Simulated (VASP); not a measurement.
## AgCl: single point with LDA

The system is AgCl.

```xyz
2
Lattice="0.0000 2.7165 2.7165 2.7165 0.0000 2.7165 2.7165 2.7165 0.0000" Properties=species:S:1:pos:R:3 pbc="T T T"
Ag    2.7165    2.7165    2.7165
Cl    0.0000    0.0000    0.0000
```

This cell differs from its parent crystal: volume scaled by 0.94.

```json
{
 "Program": "VASP 6.6.1",
 "Task": "single point",
 "Functional": "LDA",
 "Potentials or basis": "VASP PAW LDA potentials, release 64 (Ag, Cl)",
 "Cutoff": "520 eV",
 "k mesh": "8 × 8 × 8",
 "Occupations": "fermi-dirac, width 0.02 eV",
 "Spin": "no spin polarisation"
}
```

```yaml
Pressure: -2.7 GPa
Band_gap_on_the_k_mesh: 0.64 eV, indirect (least direct gap 3.19 eV)
```

Levels at points of the mesh, in eV from the valence-band top:
```tsv
k point	band 6	band 7	band 8	band 9	band 10	band 11	band 12	band 13
(0.00, 0.00, 0.00)	-2.75	-2.56	-2.56	-2.56	0.64	10.72	10.72	10.72
(0.50, 0.00, 0.00)	-2.35	-2.00	0.00	0.00	3.80	6.69	7.33	7.33
(0.50, 0.50, 0.00)	-2.52	-2.21	-2.21	-2.08	2.02	7.77	8.59	11.55
```

Wall time 27 s on 1 thread of Intel Xeon 8259CL, on a shared host, peak memory 0.16 GiB.

 A k mesh can miss the band edges.
